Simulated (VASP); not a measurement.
Runs of VASP 6.6.1 on Pt. The structure is that of space group Im-3m (No. 229), or close to it. The cells are those of the table. 

```tsv
cell	gap on the mesh (eV)	pressure (GPa)
a = 2.726 Å, angles 110.6, 108.9, 108.9°, 1 atom	none	-1.1
a = 2.749 Å, angles 109.2, 109.6, 109.6°, 1 atom	none	-7.1
a = 2.735 Å, angles 110.0, 109.2, 109.2°, 1 atom	none	(a)
a = 2.758 Å, angles 108.7, 109.9, 109.9°, 1 atom	none	-9.2
```

Alike in all rows: task single point; level r2SCAN; potentials or basis VASP PAW PBE potentials, release 64 (Pt); no spin polarisation; k mesh 22 × 22 × 22; cutoff (eV) 520; smearing gaussian 0.15 eV.

Problem. Estimate the missing entries.

Solution. (a) -3.6.

Caveats: the PAW data sets were made with another functional, which shifts forces and pressure a little; spin-orbit coupling is left out, which moves the levels of the heavy elements; the cell stands under tension (at least some runs).

A k mesh can miss the band edges, and the runs leave out spin-orbit coupling on Pt.

A gap of «none» marks levels without a gap at the run's occupations.
